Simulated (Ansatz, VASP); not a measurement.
# BAs in VASP and in Ansatz

```
B As
1.0
     0.00000    2.33974    2.33974
     2.33974    0.00000    2.33974
     2.33974    2.33974    0.00000
B As
1 1
Direct
  0.00000 0.00000 0.00000
  0.25000 0.25000 0.25000
```

Alike in both runs: task single point; functional PBE; k mesh 7 × 7 × 7; no spin polarisation.

```csv
,VASP,Ansatz
version,VASP 6.6.1,Ansatz 0.2.0
potentials or method,"VASP PAW PBE potentials, release 64 (B, As), cutoff 520 eV","plane waves, PAW"
occupations,"gaussian, width 0.01 eV",fixed
valence electrons in the cell,8,18
```

|  | VASP | Ansatz | Ansatz less VASP |
| --- | --- | --- | --- |
| pressure (GPa) | 13.7 | 12.8 | -0.89 |

VASP's potentials hold 8 valence electrons a cell and Ansatz's 18, so a difference there can come from the potentials and not from the codes. Ansatz's warnings: stress scf threshold loose.
